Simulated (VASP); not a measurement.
# MgS: single point with PBE

MgS:

```xyz
4
Lattice="4.0715 -0.0033 0.0014 -2.0386 3.5514 0.0089 0.0022 0.0177 6.4816" Properties=species:S:1:pos:R:3 pbc="T T T"
Mg    1.9463    1.2008    3.1450
Mg    0.0378    2.3676    6.3769
S    -0.0100    2.3942    2.5746
S     2.0977    1.1821    5.7486
```

This cell differs from its parent crystal: atoms moved at random and the cell strained at random.

```json
{
 "Program": "VASP 6.6.1",
 "Task": "single point",
 "Functional": "PBE",
 "Potentials or basis": "VASP PAW PBE potentials, release 64 (Mg, S)",
 "Cutoff": "520 eV",
 "k mesh": "6 × 6 × 4",
 "Occupations": "gaussian, width 0.02 eV",
 "Spin": "no spin polarisation",
 "Dipole correction": "no",
 "Further INCAR settings": "ALGO = Normal; EDIFF = 1e-06; NBANDS = 16"
}
```

| Quantity | Value |
| --- | --- |
| Pressure | -0.5 GPa |
| Largest force | 0.854 eV/Å |
| Band gap on the k mesh | 3.03 eV, direct |

Forces on the atoms (eV/Å):
```
Mg   0.566 -0.064  0.505
Mg   0.128  0.054  0.509
S   -0.465  0.032 -0.716
S   -0.230 -0.022 -0.298
```

Stress tensor (GPa, compression positive):
```
 0.90 -0.46  0.48
-0.46  0.57 -0.14
 0.48 -0.14 -3.10
```

Levels at points of the mesh, in eV from the valence-band top:
| k point | band 4 | band 5 | band 6 | band 7 | band 8 | band 9 | band 10 | band 11 | band 12 | band 13 |
| --- | --- | --- | --- | --- | --- | --- | --- | --- | --- | --- |
| (0.00, 0.00, 0.00) | -0.93 | -0.87 | -0.53 | -0.42 | 0.00 | 3.03 | 4.27 | 7.01 | 7.20 | 7.87 |
| (0.50, 0.00, 0.00) | -2.68 | -1.85 | -1.56 | -0.97 | -0.82 | 4.38 | 4.95 | 5.60 | 7.32 | 7.91 |
| (0.00, 0.50, 0.00) | -2.70 | -1.87 | -1.48 | -0.97 | -0.75 | 4.45 | 4.99 | 5.58 | 7.40 | 7.85 |
| (0.50, 0.50, 0.00) | -2.66 | -1.92 | -1.50 | -0.88 | -0.75 | 4.44 | 4.88 | 5.38 | 7.37 | 7.82 |
| (0.00, 0.00, 0.50) | -1.88 | -0.79 | -0.72 | -0.67 | -0.59 | 4.51 | 4.53 | 7.01 | 7.18 | 7.20 |
| (0.50, 0.00, 0.50) | -3.22 | -1.28 | -1.17 | -0.87 | -0.81 | 4.35 | 4.40 | 5.85 | 5.97 | 8.87 |
| (0.00, 0.50, 0.50) | -3.26 | -1.19 | -1.14 | -0.88 | -0.81 | 4.38 | 4.42 | 5.89 | 5.96 | 8.85 |
| (0.50, 0.50, 0.50) | -3.24 | -1.22 | -1.11 | -0.93 | -0.85 | 4.44 | 4.47 | 5.89 | 5.89 | 8.88 |

Run time: 54 s on 1 thread of Intel(R) Xeon(R) Platinum 8488C (Sapphire Rapids) (shared host), peak memory 0.25 GiB.

Caveat: the cell differs from its parent crystal (atoms moved at random and the cell strained at random).
